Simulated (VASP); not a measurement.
Wanted: the native input for a VASP 6.6.1 run.

| Item | Value |
| --- | --- |
| Task | relaxation of shape and atoms at fixed volume |
| Functional | PBE |
| Potentials or basis | VASP PAW PBE potentials, release 64 (Li_sv, Al) |
| Cutoff | 600 eV |
| k mesh | 12 × 12 × 4 |
| Occupations | gaussian, width 0.1 eV |
| Spin | no spin polarisation |
| Dipole correction | no |
| Further INCAR settings | ALGO = Fast; EDIFF = 1e-07; IBRION = 2; EDIFFG = -0.01; NSW = 50; ISIF = 4 |

The structure of LiAl5 lies in POSCAR:

```
LiAl5
1.0
    2.7869796194      0.0000000000      0.0000000000
    0.0000000000      2.7869796194      0.0000000000
    0.0000000000      0.0000000000     11.6957411656
Li Al
1 5
Direct
    0.0000000000      0.0000000000      0.0000000000
    0.5000000000      0.5000000000      0.8328688376
    0.0000000000      0.0000000000      0.6667119479
    0.5000000000      0.5000000000      0.5000000000
    0.0000000000      0.0000000000      0.3332880521
    0.5000000000      0.5000000000      0.1671311624
```

The input as run:

INCAR

```
SYSTEM = LiAl5
PREC = Accurate
ENCUT = 600
EDIFF = 1E-7
ISMEAR = 0
SIGMA = 0.1
LREAL = .False.
LASPH = .True.
NELM = 100
ALGO = Fast
ISIF = 4
LWAVE = .False.
LCHARG = .False.
GGA = PE
IBRION = 2
NSW = 50
EDIFFG = -0.01
```

KPOINTS

```
Automatic mesh
0
Gamma
  12 12 4
  0 0 0
```

Potentials or basis: VASP PAW PBE potentials, release 64 (Li_sv, Al).

The run is started by

```bash
$ cat potpaw_PBE.64/Li_sv/POTCAR potpaw_PBE.64/Al/POTCAR > POTCAR
$ mpirun -np 1 vasp_std > vasp.out
```

It gave:

| Item | Value |
| --- | --- |
| Energy gained by relaxing | 0.4 meV/atom |
| Ionic steps | 6 |
| Pressure after relaxing | 6.7 GPa |
| Largest force after relaxing | 0.004 eV/Å |
| Band gap on the k mesh | zero (bands 9 and 10 overlap by 7.44 eV) |

Caveat: the cutoff is under 1.25 times the usual one of these potentials, so pressure, stress and relaxed cells hold a basis-set (Pulay) error.

Run time: 6.1 min on 1 thread of Intel(R) Xeon(R) Platinum 8259CL CPU @ 2.50GHz (Skylake/Cascade Lake), with other jobs on the host, peak memory 0.29 GiB.
